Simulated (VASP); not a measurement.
# PbO in VASP: further runs, part 2 of 2

VASP 6.6.1.

### Step 4. Relaxation of the atoms, PBE

The input, INCAR:

```
PREC = Accurate ; ENCUT = 520
EDIFF = 1E-7 ; ISMEAR = -1
SIGMA = 0.05 ; LREAL = F
LASPH = T ; NELM = 120
ALGO = Normal ; ISIF = 2
LWAVE = F ; LCHARG = F
GGA = PE ; IBRION = 2
NSW = 60 ; EDIFFG = -0.01
GGA_COMPAT = F ; NELMIN = 4
```

The input, KPOINTS:

```
Automatic mesh
0
Gamma
  6 6 5
```

The input, POSCAR:

```
PbO
1.0
    3.9900000000     -0.0199500000      0.0000000000
   -0.0199500000      3.9900000000      0.0000000000
    0.0000000000      0.0000000000      5.0100000000
Pb O
2 2
Direct
    0.5000000000      0.0000000000      0.7600000000
    0.0000000000      0.5000000000      0.2400000000
    0.5000000000      0.5000000000      0.0000000000
    0.0000000000      0.0000000000      0.0000000000
```

Started as:

```console
cat potpaw_PBE.64/Pb_d/POTCAR potpaw_PBE.64/O/POTCAR > POTCAR
mpirun -np 1 vasp_std > vasp.out
```

Run time: 2.4 min. Hardware: 1 thread of Intel Xeon 8259CL, shared host; peak memory 0.22 GiB.

It converged, with:

- Free energy: -21.4357 eV
- Energy gained by relaxing: 0.0 meV/atom
- Ionic steps: 2
- Pressure after relaxing: 3.0 GPa
- Largest force after relaxing: 0.005 eV/Å
- Band gap on the k mesh: 1.15 eV (least direct gap 2.05 eV)

Forces on the atoms (eV/Å):
```
Pb   0.000  0.000 -0.005
Pb   0.000  0.000  0.005
O    0.000  0.000  0.000
O    0.000  0.000  0.000
```

Stress tensor (GPa, compression positive):
```
3.38 0.59 0.00
0.59 3.38 0.00
0.00 0.00 2.17
```

Final structure:
```
CELL_PARAMETERS angstrom
3.99000 -0.01995 0.00000
-0.01995 3.99000 0.00000
0.00000 0.00000 5.01000
ATOMIC_POSITIONS crystal
Pb 0.50000 0.00000 0.75973
Pb 0.00000 0.50000 0.24027
O 0.50000 0.50000 0.00000
O 0.00000 0.00000 0.00000
```

Levels at points of the mesh, in eV from the valence-band top:
| k point | band 17 | band 18 | band 19 | band 20 | band 21 | band 22 | band 23 | band 24 |
| --- | --- | --- | --- | --- | --- | --- | --- | --- |
| (0.00, 0.00, 0.00) | -1.64 | -1.61 | -1.50 | 0.00 | 2.42 | 5.51 | 5.57 | 5.61 |
| (0.50, 0.00, 0.00) | -2.89 | -2.89 | -1.64 | -1.64 | 3.39 | 3.39 | 6.61 | 6.61 |
| (0.50, 0.50, 0.00) | -1.67 | -1.65 | -0.98 | -0.91 | 1.14 | 1.16 | 5.24 | 5.28 |

Caveat: spin-orbit coupling is left out, which moves the levels of the heavy elements; an odd mesh through Γ misses points on the zone boundary, where band edges can lie.

### Step 5. Relaxation of cell and atoms, r2SCAN

Changes to POSCAR since step 4:

```diff
@@ -2,4 +2,4 @@
 1.0
-    3.9900000000     -0.0199500000      0.0000000000
-   -0.0199500000      3.9900000000      0.0000000000
+    3.9900000000      0.0000000000      0.0000000000
+    0.0000000000      3.9900000000      0.0000000000
     0.0000000000      0.0000000000      5.0100000000
```

The input, INCAR.step1:

```
SYSTEM = PbO
  PREC = Accurate
  ENCUT = 660
  ISMEAR = -1
  SIGMA = 0.05
  LREAL = .FALSE.
  LASPH = .TRUE.
  NELM = 120
  GGA = PE
  ALGO = Normal
  EDIFF = 1E-5
  LWAVE = .TRUE.
  LCHARG = .FALSE.
  GGA_COMPAT = .FALSE.
  IBRION = 2
  ISIF = 3
  EDIFFG = -0.005
  NELMIN = 4
  NSW = 100
```

The input, INCAR.step2:

```
SYSTEM = PbO
  PREC = Accurate
  ENCUT = 660
  EDIFF = 1E-7
  ISMEAR = -1
  SIGMA = 0.05
  LREAL = .FALSE.
  LASPH = .TRUE.
  NELM = 120
  ALGO = Normal
  ISIF = 3
  LWAVE = .FALSE.
  LCHARG = .FALSE.
  METAGGA = R2SCAN
  LMIXTAU = .TRUE.
  IBRION = 2
  NSW = 60
  EDIFFG = -0.01
  ISTART = 1
  GGA_COMPAT = .FALSE.
  NELMIN = 4
```

The input, KPOINTS:

```
regular mesh
0
G
  7 7 6
  0 0 0
```

Potentials or basis: VASP PAW PBE potentials, release 64 (Pb_d, O).

Started as:

```console
cat potpaw_PBE.64/Pb_d/POTCAR potpaw_PBE.64/O/POTCAR > POTCAR
cp INCAR.step1 INCAR
mpirun -np 1 vasp_std > vasp.out
cp INCAR.step2 INCAR
mpirun -np 1 vasp_std > vasp.out
```

OUTCAR:

```text
SYSTEM = PbO
   PREC = Accurate
   ENCUT = 660
   EDIFF = 1E-7
   ISMEAR = -1
   LREAL = .FALSE.
   LASPH = .TRUE.
   NELM = 120
   ISIF = 3
   METAGGA = R2SCAN
   IBRION = 2
   NSW = 60
   EDIFFG = -0.01
   ISTART = 1
   NELMIN = 4

 ion  position               nearest neighbor table
   1  0.500  0.000  0.760-   3 2.33   4 2.33   3 2.33   4 2.33   2 3.71   2 3.71   2 3.71   2 3.71
                             2 3.84   2 3.84   2 3.84   2 3.84
   2  0.000  0.500  0.240-   3 2.33   4 2.33   4 2.33   3 2.33   1 3.71   1 3.71   1 3.71   1 3.71
                             1 3.84   1 3.84   1 3.84   1 3.84
   3  0.500  0.500  0.000-   1 2.33   2 2.33   1 2.33   2 2.33
   4  0.000  0.000  0.000-   1 2.33   2 2.33   2 2.33   1 2.33

  LATTYP: Found a simple tetragonal cell.
 ALAT       =     3.9900000000
 C/A-ratio  =     1.2556390977

  Lattice vectors:

 A1 = (   3.9900000000,   0.0000000000,   0.0000000000)
 A2 = (   0.0000000000,   3.9900000000,   0.0000000000)
 A3 = (   0.0000000000,   0.0000000000,   5.0100000000)

Analysis of symmetry for initial positions (statically):
=====================================================================
 Subroutine PRICEL returns:
 Original cell was already a primitive cell.

 Routine SETGRP: Setting up the symmetry group for a
 simple tetragonal supercell.
[... 283 lines left out ...]

  energy  without entropy=     -129.5160943835  energy(sigma->0) =     -129.51609438

[... ionic steps 4 to 8 ...]

--------------------------------------- Ionic step        9  -------------------------------------------

 number of electron      39.9999994 magnetization

------------------------ aborting loop because EDIFF is reached ----------------------------------------
[... 71 lines left out ...]
--------------------------------------- Ionic step       11  -------------------------------------------

 number of electron      39.9999997 magnetization

 Free energy of the ion-electron system (eV)
  ---------------------------------------------------
  ext. energy  EPLUGINS =         0.00000000
  ---------------------------------------------------
  free energy    TOTEN  =      -129.52770802 eV

  energy without entropy =     -129.52770802  energy(sigma->0) =     -129.52770802

 E-fermi :   5.3457     XC(G=0): -10.1022

 val. band max:        4.3541251758   @ k =   0.0000   0.0000   0.0000
 cond. band min:       6.3679374990   @ k =   0.4286   0.4286   0.0000
 fundamental gap:      2.0138123233
 Fermi energy:         5.3457428394

 k-point     1 :       0.0000    0.0000    0.0000
  band No.  band energies     occupation
      1     -14.9623      2.00000
      2     -14.3675      2.00000
      3     -12.1376      2.00000
      4     -12.1376      2.00000
      5     -12.0810      2.00000
      6     -12.0711      2.00000
[... 637 lines left out ...]
     23      10.8156      0.00000
     24      11.2087      0.00000

 [... further k-points ...]

------------------------ aborting loop because EDIFF is reached ----------------------------------------

  FORCE on cell =-STRESS in cart. coord.  units (eV):
  Direction    XX          YY          ZZ          XY          YZ          ZX
  --------------------------------------------------------------------------------------
  -------------------------------------------------------------------------------------
  Total       -0.0256936     -0.0256936      0.0074737      0.0000000      0.0000000      0.0000000
  in kB       -0.4893256     -0.4893256      0.1423342      0.0000000      0.0000000      0.0000000
  external PRESSURE =      -0.2787723 kB  Pullay stress =       0.0000000 kB
[... 19 lines left out ...]
  FREE ENERGIE OF THE ION-ELECTRON SYSTEM (eV)
  ---------------------------------------------------
  free  energy   TOTEN  =      -129.5277080233 eV

  energy  without entropy=     -129.5277080232  energy(sigma->0) =     -129.52770802

 reached required accuracy - stopping structural energy minimisation
```

Run time: 47 min. Hardware: 1 thread of AMD EPYC 9R45 (Zen 5), shared host; peak memory 0.27 GiB.

Results:

| Item | Value |
| --- | --- |
| Free energy | -129.5277 eV |
| Relaxed volume | 21.03 Å³/atom |
| Relaxed cell | a = 3.999 Å, b = 3.999 Å, c = 5.261 Å, α = 90.00°, β = 90.00°, γ = 90.00° |
| Space group after relaxing (to 0.1 Å) | P4/nmm (No. 129) |
| Energy gained by relaxing | 4.4 meV/atom |
| Ionic steps | 11 |
| Pressure after relaxing | 0.0 GPa |
| Largest force after relaxing | 0.005 eV/Å |
| Band gap on the k mesh | 2.01 eV (least direct gap 2.55 eV) |

Forces in eV/Å, atoms in the order of the input:
```
Pb   0.000  0.000 -0.005
Pb   0.000  0.000  0.005
O    0.000  0.000  0.000
O    0.000  0.000  0.000
```

Step by step:
```tsv
step	energy change (eV)	largest force (eV/Å)	pressure (GPa)	volume (Å³)
1	0.0000	0.2955	0.10	79.76
2	-0.0055	0.0586	0.69	79.90
3	-0.0059	0.0216	0.90	79.95
4	-0.0092	0.0133	0.24	80.93
5	-0.0096	0.0307	-0.07	81.42
6	-0.0107	0.0231	-0.05	81.61
7	-0.0136	0.0007	0.02	82.16
8	-0.0168	0.0516	0.19	83.24
9	-0.0171	0.0763	0.29	83.76
10	-0.0160	0.1382	-0.65	84.88
11	-0.0175	0.0054	-0.03	84.13
```

Final structure:
```
Pb O
1.0
     3.99903    0.00000    0.00000
     0.00000    3.99903    0.00000
     0.00000    0.00000    5.26051
Pb O
2 2
Direct
  0.50000 0.00000 0.77413
  0.00000 0.50000 0.22587
  0.50000 0.50000 0.00000
  0.00000 0.00000 0.00000
```

Levels at points of the mesh, in eV from the valence-band top:
```tsv
k point	band 17	band 18	band 19	band 20	band 21	band 22	band 23	band 24
(0.00, 0.00, 0.00)	-1.76	-1.72	-1.72	0.00	2.55	5.36	6.23	6.23
(0.00, 0.00, 0.50)	-1.78	-1.74	-1.74	-0.98	2.26	4.63	4.64	4.64
```

Caveat: the PAW data sets were made with another functional, which shifts forces and pressure a little; spin-orbit coupling is left out, which moves the levels of the heavy elements; an odd mesh through Γ misses points on the zone boundary, where band edges can lie.

### Step 6. Overview

```csv
task,level,cell,k mesh,cutoff (eV),grid for exact exchange (PRECFOCK),share of exact exchange,screening parameter,gap on the mesh (eV),pressure (GPa),largest force (eV/Å)
single point,PBE,"a = 3.990, b = 3.990, c = 5.010 Å, 4 atoms",4 × 4 × 3,600,-,-,-,1.16,3.0,0.02
single point,PBE-based screened hybrid with 10 % exact exchange,"a = 3.990, b = 3.990, c = 5.010 Å, 4 atoms",4 × 4 × 3,520,Normal,0.1,0.20787 1/Å,1.41,1.5,0.23
relaxation of the atoms,PBE,"atoms relaxed from a = 3.990, b = 3.990, c = 5.010 Å, angles 90.0, 90.0, 90.6°, 4 atoms",6 × 6 × 5,520,-,-,-,1.15,3.0,0.01
relaxation of cell and atoms,r2SCAN,"relaxed from a = 3.990, b = 3.990, c = 5.010 Å, 4 atoms",7 × 7 × 6,660,-,-,-,2.01,0.0,0.01
```

Alike in all rows: potentials or basis VASP PAW PBE potentials, release 64 (Pb_d, O); no spin polarisation; smearing fermi-dirac 0.05 eV.

Caveats: spin-orbit coupling is left out, which moves the levels of the heavy elements; an odd mesh through Γ misses points on the zone boundary, where band edges can lie; the PAW data sets were made with another functional, which shifts forces and pressure a little (at least some runs); the cell stands under pressure (at least some runs).

Absolute energies hang on the potentials; compare differences alone.
